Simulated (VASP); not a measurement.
Set up this calculation in VASP 6.6.1, as the native input.

- Task: relaxation of cell and atoms
- Functional: PBEsol
- Potentials or basis: VASP PAW PBE potentials, release 64 (Pt)
- Cutoff: 600 eV
- k mesh: 12 × 12 × 12
- Occupations: fermi-dirac, width 0.05 eV
- Spin: no spin polarisation
- Target pressure: 30 GPa
- Dipole correction: no
- Further INCAR settings: ALGO = Normal; EDIFF = 1e-06; IBRION = 2; EDIFFG = -0.02; NSW = 80; ISIF = 3

The structure of Pt lies in POSCAR:

```
Pt
1.0
    0.0000000000      1.9609000000      1.9609000000
    1.9609000000      0.0000000000      1.9609000000
    1.9609000000      1.9609000000      0.0000000000
Pt
1
Direct
    0.0000000000      0.0000000000      0.0000000000
```

One way to write it, as run:

INCAR

```
SYSTEM = Pt
ALGO = Normal
EDIFF = 1E-6
EDIFFG = -0.02
ENCUT = 600
GGA = PS
IBRION = 2
ISIF = 3
ISMEAR = -1
LASPH = .TRUE.
LCHARG = .FALSE.
LREAL = .FALSE.
LWAVE = .FALSE.
NELM = 80
NSW = 80
PREC = Accurate
PSTRESS = 300.0
SIGMA = 0.05
```

KPOINTS

```
k-points
0
G
  12 12 12
  0 0 0
```

Potentials or basis: VASP PAW PBE potentials, release 64 (Pt).

Run with:

```console
$ cat potpaw_PBE.64/Pt/POTCAR > POTCAR
$ mpirun -np 1 vasp_std > vasp.out
```

Results of the run:

```json
{
  "Relaxed volume": "13.83 Å³/atom",
  "Relaxed cell": "a = 2.694 Å, b = 2.694 Å, c = 2.694 Å, α = 60.00°, β = 60.00°, γ = 60.00°",
  "Space group after relaxing (to 0.05 Å)": "Fm-3m (No. 225)",
  "Energy change on relaxing (the enthalpy is what falls)": "+103.0 meV/atom",
  "Ionic steps": "5",
  "Pressure after relaxing": "30.0 GPa",
  "Band gap on the k mesh": "zero (band 5 reaches 13.46 eV, above the bottom of band 6 at 10.85 eV)"
}
```

Caveat: the cell is relaxed towards a set pressure, so the enthalpy falls and the energy may rise; the PAW data sets were made with another functional, which shifts forces and pressure a little; spin-orbit coupling is left out, which moves the levels of the heavy elements.

It took 20 s on 1 thread of Intel(R) Xeon(R) Platinum 8488C (Sapphire Rapids) (shared host), peak memory 0.16 GiB.
